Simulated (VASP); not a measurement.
# MgI2: electric field gradients with PBEsol

MgI2:

```
Mg I
1.0
     4.15370    0.00000    0.00000
    -2.07685    3.59721    0.00000
     0.00000    0.00000    6.99924
Mg I
1 2
Cartesian
  0.0000 0.0000 0.0000
  0.0000 2.3981 5.3028
  2.0769 1.1991 1.6964
```

This cell differs from its parent crystal: zz strain of +2 %.

- Program: VASP 6.6.1
- Task: electric field gradients
- Functional: PBEsol
- Potentials or basis: VASP PAW PBE potentials, release 64 (Mg, I)
- Cutoff: 520 eV
- k mesh: 7 × 7 × 4
- Occupations: fermi-dirac, width 0.03 eV
- Spin: no spin polarisation
- Dipole correction: no
- Further INCAR settings: ALGO = Normal; EDIFF = 1e-08; NBANDS = 15

```json
{
  "Pressure": "-0.8 GPa",
  "Largest force": "0.183 eV/Å",
  "Band gap on the k mesh": "3.50 eV (least direct gap 3.57 eV)",
  "Largest electric field gradient by atom": "Mg -0.1; I -31.0 V/Å²"
}
```

Forces on the atoms (eV/Å):
```
Mg   0.000  0.000  0.000
I    0.000  0.000  0.183
I    0.000  0.000 -0.183
```

Stress tensor (GPa, compression positive):
```
-0.71  0.00  0.00
 0.00 -0.71  0.00
 0.00  0.00 -0.86
```

Levels at points of the mesh, in eV from the valence-band top:
| k point | band 4 | band 5 | band 6 | band 7 | band 8 | band 9 | band 10 | band 11 | band 12 | band 13 |
| --- | --- | --- | --- | --- | --- | --- | --- | --- | --- | --- |
| (0.00, 0.00, 0.00) | -0.35 | -0.35 | -0.05 | 0.00 | 0.00 | 3.57 | 4.74 | 6.72 | 6.72 | 7.33 |
| (0.00, 0.00, 0.50) | -1.42 | -0.26 | -0.26 | -0.09 | -0.09 | 4.57 | 4.79 | 6.56 | 6.56 | 7.85 |

Electric field gradients, principal values (V/Å²):
```csv
atom,least,middle,greatest (by size)
1 Mg,0.062,0.062,-0.124
2 I,15.519,15.519,-31.038
3 I,15.519,15.519,-31.038
```

Run time: 59 s on 1 thread of Intel Xeon 8259CL, on a shared host, peak memory 0.24 GiB.

Caveat: the cell differs from its parent crystal (zz strain of +2 %); without QUAD_EFG the Cq values of the log hold for a quadrupole moment of 1 mb, not for the nuclei; the PAW data sets were made with another functional, which shifts forces and pressure a little; spin-orbit coupling is left out, which moves the levels of the heavy elements; an odd mesh through Γ misses points on the zone boundary, where band edges can lie; this functional lacks dispersion, which binds the layers, so the pressure and a relaxed spacing across them are unreliable.
